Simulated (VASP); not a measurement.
Wanted: the native input for a VASP 6.6.1 run.

```yaml
Task: single point
Functional: HSE06
Potentials_or_basis: VASP PAW PBE potentials, release 64 (Pb_d, Te)
Cutoff: 520 eV
k_mesh: 6 × 6 × 6
Occupations: gaussian, width 0.01 eV
Spin: no spin polarisation
Dipole_correction: no
Grid_for_exact_exchange_PRECFOCK: Normal
Further_INCAR_settings: ALGO = Normal; EDIFF = 1e-06; NBANDS = 17
Share_of_exact_exchange: 0.25
Screening_parameter: 0.2079 1/Å
```

TePb:

```
Pb Te
1.0
     0.00000    3.26784    3.26784
     3.26784    0.00000    3.26784
     3.26784    3.26784    0.00000
Pb Te
1 1
Cartesian
  0.0000 0.0000 0.0000
  3.2678 3.2678 3.2678
```

The input as run:

POSCAR

```
TePb
1.0
    0.0000000000      3.2678368411      3.2678368411
    3.2678368411      0.0000000000      3.2678368411
    3.2678368411      3.2678368411      0.0000000000
Pb Te
1 1
Direct
    0.0000000000      0.0000000000      0.0000000000
    0.5000000000      0.5000000000      0.5000000000
```

INCAR.step1

```
SYSTEM = TePb
PREC = Accurate
ENCUT = 520
EDIFF = 1E-5
ISMEAR = 0
SIGMA = 0.01
LREAL = .FALSE.
LASPH = .TRUE.
NELM = 100
ALGO = Normal
ISIF = 2
LWAVE = .TRUE.
GGA = PE
NBANDS = 17
```

INCAR.step2

```
SYSTEM = TePb
PREC = Accurate
ENCUT = 520
EDIFF = 1E-6
ISMEAR = 0
SIGMA = 0.01
LREAL = .FALSE.
LASPH = .TRUE.
NELM = 100
ALGO = Normal
ISIF = 2
LWAVE = .FALSE.
LCHARG = .TRUE.
GGA = PE
LHFCALC = .TRUE.
HFSCREEN = 0.2079
PRECFOCK = Normal
LELF = .TRUE.
LVHAR = .TRUE.
ISTART = 1
NBANDS = 17
```

KPOINTS

```
regular mesh
0
G
  6 6 6
  0 0 0
```

Potentials or basis: VASP PAW PBE potentials, release 64 (Pb_d, Te).

Run with:

```bash
$ cat potpaw_PBE.64/Pb_d/POTCAR potpaw_PBE.64/Te/POTCAR > POTCAR
$ cp INCAR.step1 INCAR
$ mpirun -np 1 vasp_std > vasp.out
$ cp INCAR.step2 INCAR
$ mpirun -np 1 vasp_std > vasp.out
```

Results of the run:

```json
{"Pressure": "-0.5 GPa", "Band gap on the k mesh": "1.16 eV"}
```

Caveat: the PAW data sets were made with another functional, which shifts forces and pressure a little; spin-orbit coupling is left out, which moves the levels of the heavy elements.

It took 120 min on 1 thread of Oxide Virtual Turin-like Processor (shared host), peak memory 0.32 GiB.
